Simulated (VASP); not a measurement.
## BN: single point with PBE

The system is BN.

```
B N
1.0
     2.50058    0.00000    0.00000
    -1.25029    2.16557    0.00000
     0.00000    0.00000    6.52364
B N
2 2
Cartesian
  0.0000 1.4437 1.6309
  1.2503 0.7219 4.8927
  0.0000 1.4437 4.8927
  1.2503 0.7219 1.6309
```

- Program: VASP 6.6.1
- Task: single point
- Functional: PBE
- Potentials or basis: VASP PAW PBE potentials, release 64 (B, N)
- Cutoff: 520 eV
- k mesh: 9 × 9 × 4
- Occupations: fermi-dirac, width 0.5 eV
- Spin: no spin polarisation
- Dipole correction: no
- Further INCAR settings: ALGO = Normal; EDIFF = 1e-06; NBANDS = 16

```
Pressure               : 4.8 GPa
Band gap on the k mesh : 4.39 eV, indirect (least direct gap 4.65 eV)
```

Stress tensor (GPa, compression positive):
```
5.50 0.00 0.00
0.00 5.50 0.00
0.00 0.00 3.45
```

Levels at points of the mesh, in eV from the valence-band top:
| k point | band 4 | band 5 | band 6 | band 7 | band 8 | band 9 | band 10 | band 11 | band 12 | band 13 |
| --- | --- | --- | --- | --- | --- | --- | --- | --- | --- | --- |
| (0.00, 0.00, 0.00) | -4.00 | -1.32 | -1.32 | -1.28 | -1.28 | 5.38 | 10.54 | 11.58 | 11.58 | 11.72 |
| (0.00, 0.00, 0.50) | -5.29 | -1.30 | -1.30 | -1.30 | -1.30 | 7.85 | 7.85 | 11.65 | 11.65 | 11.65 |

It took 23 s on 1 thread of AMD EPYC 9R45 (Zen 5), on a shared host, peak memory 0.11 GiB.

Caveat: this functional lacks dispersion, which binds the layers, so the pressure and a relaxed spacing across them are unreliable. A k mesh can miss the band edges.
